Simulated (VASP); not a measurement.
Set up this calculation in VASP 6.6.1, as the native input.

| Item | Value |
| --- | --- |
| Task | single point |
| Functional | LDA |
| Potentials or basis | VASP PAW LDA potentials, release 64 (Rh_pv) |
| Cutoff | 520 eV |
| k mesh | 21 × 21 × 12 |
| Occupations | gaussian, width 0.15 eV |
| Spin | collinear spin, ferromagnetic start |
| Starting moments | [0.625, 0.625] μB |
| Fixed moment | 1.25 μB |
| Dipole correction | no |
| Further INCAR settings | ALGO = Fast; EDIFF = 1e-07; NBANDS = 26 |

The structure of Rh lies in POSCAR:

```
Rh
1.0
    2.5588111912      0.0000000000      0.0000000000
   -1.2794055956      2.2159954951      0.0000000000
    0.0000000000      0.0000000000      4.1200539690
Rh
2
Direct
    0.6666666667      0.3333333333      0.7500000000
    0.3333333333      0.6666666667      0.2500000000
```

This isn't the form of Rh at room conditions, which is fcc.

One way to write it, as run:

INCAR

```
SYSTEM = Rh
PREC = Accurate
ENCUT = 520
EDIFF = 1E-7
ISMEAR = 0
SIGMA = 0.15
LREAL = .False.
LASPH = .True.
NELM = 150
ALGO = Fast
ISIF = 2
LWAVE = .False.
LCHARG = .False.
ISPIN = 2
MAGMOM = 0.625 0.625
LORBIT = 11
NUPDOWN = 1.25
LMAXMIX = 4
NBANDS = 26
```

KPOINTS

```
Automatic mesh
0
Gamma
  21 21 12
  0 0 0
```

Potentials or basis: VASP PAW LDA potentials, release 64 (Rh_pv).

Run with:

```sh
$ cat potpaw_LDA.64/Rh_pv/POTCAR > POTCAR
$ mpirun -np 1 vasp_std > vasp.out
```

It gave:

```yaml
Pressure: 60.6 GPa
Net_moment: 1.25 μB per cell
Site_moments: Rh +0.61 μB
Valence_electrons_inside_the_program's_atomic_spheres: Rh 14.16
```

Caveat: the cell stands under pressure; the total moment is fixed, so each spin has its own Fermi level.

It took 5.2 min on 1 thread of Intel(R) Xeon(R) Platinum 8259CL CPU @ 2.50GHz (Skylake/Cascade Lake) (shared host), peak memory 0.35 GiB.
